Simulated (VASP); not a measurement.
# NiO (P6_3/mmc) in VASP: further runs, part 2 of 2

VASP 6.6.1. The steps go on from the part before.

## (4) Single point, PBE+U, collinear spin, antiferromagnetic start

This run uses another cell than the first one: it holds 8 atoms, not 4.

Input file INCAR:

```
SYSTEM = NiO
PREC = Accurate ; ENCUT = 600
EDIFF = 1E-6 ; ISMEAR = 0
SIGMA = 0.05 ; LREAL = .False.
LASPH = .True. ; NELM = 200
ALGO = Normal ; ISIF = 2
LWAVE = .False. ; LCHARG = .False.
ISPIN = 2 ; MAGMOM = 2 2 -2 -2 0 0 0 0
LORBIT = 11 ; LMAXMIX = 4
LDAU = .True. ; LDAUTYPE = 2
LDAUL = 2 -1 ; LDAUU = 6.2 0
LDAUJ = 0 0 ; LDAUPRINT = 1
GGA = PE ; NBANDS = 46
GGA_COMPAT = .False.
```

Input file KPOINTS:

```
Automatic mesh
0
Gamma
  5 5 3
  0 0 0
```

Input file POSCAR:

```
NiO
1.0
    2.9605536716      0.0000000000      0.0000000000
   -2.9605536716      5.1278293778      0.0000000000
    0.0000000000      0.0000000000      5.1128099441
Ni O
4 4
Direct
    0.0000000000      0.0000000000      0.0000000000
    0.0000000000      0.0000000000      0.5000000000
    0.0000000000      0.5000000000      0.0000000000
    0.0000000000      0.5000000000      0.5000000000
    0.3333333333      0.3333333333      0.2499999969
    0.6666666667      0.1666666667      0.7500000031
    0.3333333333      0.8333333333      0.2499999969
    0.6666666667      0.6666666667      0.7500000031
```

The run is started by

```sh
$ cat potpaw_PBE.64/Ni/POTCAR potpaw_PBE.64/O/POTCAR > POTCAR
$ mpirun -np 1 vasp_std > vasp.out
```

It took 6.1 min on 1 thread of Oxide Virtual Turin-like, shared host; peak memory 0.27 GiB.

The run converged. Its results:

```
Free energy                                           : -40.2449 eV
Pressure                                              : -8.1 GPa
Largest force                                         : 0.049 eV/Å
Band gap on the k mesh                                : 2.41 eV
Net moment                                            : 0.00 μB per cell
Site moments                                          : Ni +1.77, -1.77 (each value once); O -0.06, +0.06 (each value once) μB
Valence electrons inside the program's atomic spheres : Ni 8.93; O 4.98
```

Forces in eV/Å, atoms in the order of the input:
```
Ni   0.000  0.000  0.000
Ni   0.000  0.000  0.000
Ni   0.000  0.000  0.000
Ni   0.000  0.000  0.000
O    0.000 -0.049  0.000
O    0.000  0.049  0.000
O    0.000 -0.049  0.000
O    0.000  0.049  0.000
```

Stress tensor (GPa, compression positive):
```
-7.38  0.00  0.00
 0.00 -7.14  0.00
 0.00  0.00 -9.75
```

Levels at points of the mesh, in eV from the valence-band top:
Spin up:
```csv
k point,band 29,band 30,band 31,band 32,band 33,band 34,band 35,band 36
"(0.00, 0.00, 0.00)",-1.02,-1.01,-0.96,0.00,2.41,2.81,3.56,3.64
```
Spin down:
| k point | band 30 | band 31 | band 32 | band 33 | band 34 | band 35 |
| --- | --- | --- | --- | --- | --- | --- |
| (0.00, 0.00, 0.00) | -1.01 | -0.96 | 0.00 | 2.41 | 2.81 | 3.56 |

Eigenvalues of the final occupation matrices:
```tsv
site	spin	trace	eigenvalues
site 1 d	1	5.00	0.98 0.98 0.98 1.03 1.03
site 1 d	2	3.23	0.14 0.15 0.98 0.98 0.98
site 2 d	1	5.00	0.98 0.98 0.98 1.03 1.03
site 2 d	2	3.23	0.14 0.15 0.98 0.98 0.98
site 3 d	1	3.23	0.14 0.15 0.98 0.98 0.98
site 3 d	2	5.00	0.98 0.98 0.98 1.03 1.03
site 4 d	1	3.23	0.14 0.15 0.98 0.98 0.98
site 4 d	2	5.00	0.98 0.98 0.98 1.03 1.03
```

Caveat: the k points lie up to 0.42 Å⁻¹ apart. A k mesh can miss the band edges.

## (5) Relaxation of shape and atoms at fixed volume, PBE+U, collinear spin, ferromagnetic start

This run uses another cell than the first one, of 8.98 Å³/atom.

Input file INCAR:

```
  ALGO = Normal
  EDIFF = 1E-7
  EDIFFG = -0.04
  ENCUT = 600
  GGA = PE
  GGA_COMPAT = F
  IBRION = 2
  ISIF = 4
  ISMEAR = 0
  ISPIN = 2
  LASPH = T
  LCHARG = F
  LDAU = T
  LDAUJ = 0 0
  LDAUL = 2 -1
  LDAUPRINT = 1
  LDAUTYPE = 2
  LDAUU = 6.2 0
  LMAXMIX = 4
  LORBIT = 11
  LREAL = F
  LWAVE = F
  MAGMOM = 1.85 1.85 0 0
  NELM = 200
  NELMIN = 4
  NSW = 60
  PREC = Accurate
  SIGMA = 0.05
```

Input file KPOINTS:

```
k-points
0
Gamma
  8 8 4
```

Input file POSCAR:

```
NiO
1.0
    3.0992978109      0.0000000000      0.0000000000
   -1.5496489055      2.6840706381      0.0000000000
    0.0000000000      0.0000000000      4.3196623814
Ni O
2 2
Direct
    0.0000000000      0.0000000000      0.0000000000
    0.0000000000      0.0000000000      0.5000000000
    0.3333333333      0.6666666667      0.2500000000
    0.6666666667      0.3333333333      0.7500000000
```

The run is started by

```sh
$ cat potpaw_PBE.64/Ni/POTCAR potpaw_PBE.64/O/POTCAR > POTCAR
$ mpirun -np 1 vasp_std > vasp.out
```

Wall time 6.1 min (1 thread of Oxide Virtual Turin-like, shared host); peak memory 0.18 GiB.

It converged, with:

* Free energy: -20.0710 eV
* Energy gained by relaxing: 257.1 meV/atom
* Ionic steps: 4
* Pressure after relaxing: 6.2 GPa
* Band gap on the k mesh: 2.71 eV
* Net moment: 4.00 μB per cell
* Site moments: Ni +1.80; O +0.19 μB
* Valence electrons inside the program's atomic spheres: Ni 9.08; O 5.03

The path:
```
step  energy change (eV)  largest force (eV/Å)  pressure (GPa)  volume (Å³)
   1              0.0000                0.0000           11.48        35.93
   2             -1.0084                0.0000            6.81        35.93
   3             -1.0271                0.0000            6.02        35.93
   4             -1.0282                0.0000            6.18        35.93
```

Final structure:
```yaml
crystal:
  lattice:
    - [2.88915, 0.00000, 0.00000]
    - [-1.44458, 2.50208, 0.00000]
    - [0.00000, 0.00000, 4.97091]
  atoms:
    - { symbol: Ni, position: [0.00000, 0.00000, 0.00000] }
    - { symbol: Ni, position: [0.00000, 0.00000, 0.50000] }
    - { symbol: O, position: [0.33333, 0.66667, 0.25000] }
    - { symbol: O, position: [0.66667, 0.33333, 0.75000] }
```

Levels at points of the mesh, in eV from the valence-band top:
Spin up:
```csv
k point,band 15,band 16,band 17,band 18,band 19,band 20,band 21,band 22
"(0.00, 0.00, 0.00)",-1.38,-1.38,0.00,0.00,2.80,7.19,10.71,16.31
"(0.50, 0.00, 0.00)",-2.95,-2.68,-0.58,-0.06,7.61,9.25,9.43,12.20
"(0.00, 0.00, 0.50)",-0.60,-0.60,-0.60,-0.60,5.58,5.58,12.43,12.43
"(0.50, 0.00, 0.50)",-1.36,-1.36,-1.21,-1.21,7.29,7.29,11.58,11.58
```
Spin down:
| k point | band 10 | band 11 | band 12 | band 13 | band 14 | band 15 | band 16 | band 17 | band 18 | band 19 |
| --- | --- | --- | --- | --- | --- | --- | --- | --- | --- | --- |
| (0.00, 0.00, 0.00) | -2.24 | -1.89 | -1.41 | -1.00 | -1.00 | 2.71 | 2.71 | 3.17 | 4.39 | 4.39 |
| (0.50, 0.00, 0.00) | -2.92 | -2.31 | -2.23 | -2.18 | -1.99 | 2.96 | 3.19 | 4.56 | 4.61 | 7.84 |
| (0.00, 0.00, 0.50) | -2.65 | -1.72 | -1.72 | -1.72 | -1.72 | 3.67 | 3.67 | 3.67 | 3.67 | 5.95 |
| (0.50, 0.00, 0.50) | -3.03 | -2.23 | -2.23 | -2.07 | -2.07 | 3.71 | 3.71 | 3.89 | 3.89 | 7.79 |

Eigenvalues of the final occupation matrices:
| site | spin | trace | eigenvalues |
| --- | --- | --- | --- |
| site 1 d | 1 | 5.04 | 0.98 0.98 0.99 1.04 1.04 |
| site 1 d | 2 | 3.25 | 0.15 0.15 0.98 0.98 0.99 |
| site 2 d | 1 | 5.04 | 0.98 0.98 0.99 1.04 1.04 |
| site 2 d | 2 | 3.25 | 0.15 0.15 0.98 0.98 0.99 |

Caveat: a cell axis changed by over 15 % at a fixed basis, so the end point is rough. A k mesh can miss the band edges.

## (6) Summary

```tsv
task	spin	cell	k mesh	gap on the mesh (eV)	pressure (GPa)	moment (μB)
single point	collinear, antiferromagnetic start	a = 2.973, b = 2.973, c = 5.121 Å, angles 90.0, 90.0, 120.0°, 4 atoms, atomic positions A	10 × 10 × 6	2.77	-10.0	0.00
single point	collinear, antiferromagnetic start	a = 2.971, b = 2.971, c = 5.125 Å, angles 90.0, 90.0, 120.0°, 4 atoms, atomic positions A	10 × 10 × 6	2.77	-10.0	0.00
single point	collinear, antiferromagnetic start	a = 2.961, b = 5.921, c = 5.113 Å, angles 90.0, 90.0, 120.0°, 8 atoms, atomic positions B	5 × 5 × 3	2.41	-8.1	0.00
relaxation of shape and atoms at fixed volume	collinear, ferromagnetic start	relaxed from a = 3.099, b = 3.099, c = 4.320 Å, angles 90.0, 90.0, 120.0°, 4 atoms, atomic positions A	8 × 8 × 4	2.71	6.2	4.00
```

Alike in all rows: level PBE+U; potentials or basis VASP PAW PBE potentials, release 64 (Ni, O); Ni d U = 6.2 eV; cutoff (eV) 600; smearing gaussian 0.05 eV.

Caveats: some runs use coarse meshes; the cell stands under tension (at least some runs); a cell axis changed by over 15 % at a fixed basis, so the end point is rough (at least some runs).

Total energies depend on the potentials used, so only differences within one code and one set of settings carry meaning.
